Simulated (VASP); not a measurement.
Here is a VASP 6.6.1 calculation.

File INCAR:

```
SYSTEM = Sc
  PREC = Accurate
  ENCUT = 520
  EDIFF = 1E-7
  ISMEAR = 0
  SIGMA = 0.1
  LREAL = .FALSE.
  LASPH = .TRUE.
  NELM = 60
  ALGO = Normal
  ISIF = 2
  LWAVE = .FALSE.
  LCHARG = .FALSE.
  GGA = PE
  NBANDS = 12
```

File KPOINTS:

```
regular mesh
0
G
  10 10 10
  0 0 0
```

The input POSCAR:

```
Sc
1.0
    0.0000000000      2.2600000000      2.2600000000
    2.2600000000      0.0000000000      2.2600000000
    2.2600000000      2.2600000000      0.0000000000
Sc
1
Direct
    0.0000000000      0.0000000000      0.0000000000
```

Potentials or basis: VASP PAW PBE potentials, release 64 (Sc_sv).

Launch:

```console
$ cat potpaw_PBE.64/Sc_sv/POTCAR > POTCAR
$ mpirun -np 1 vasp_std > vasp.out
```

Task: Predict the pressure.

Result: 3.8 GPa.
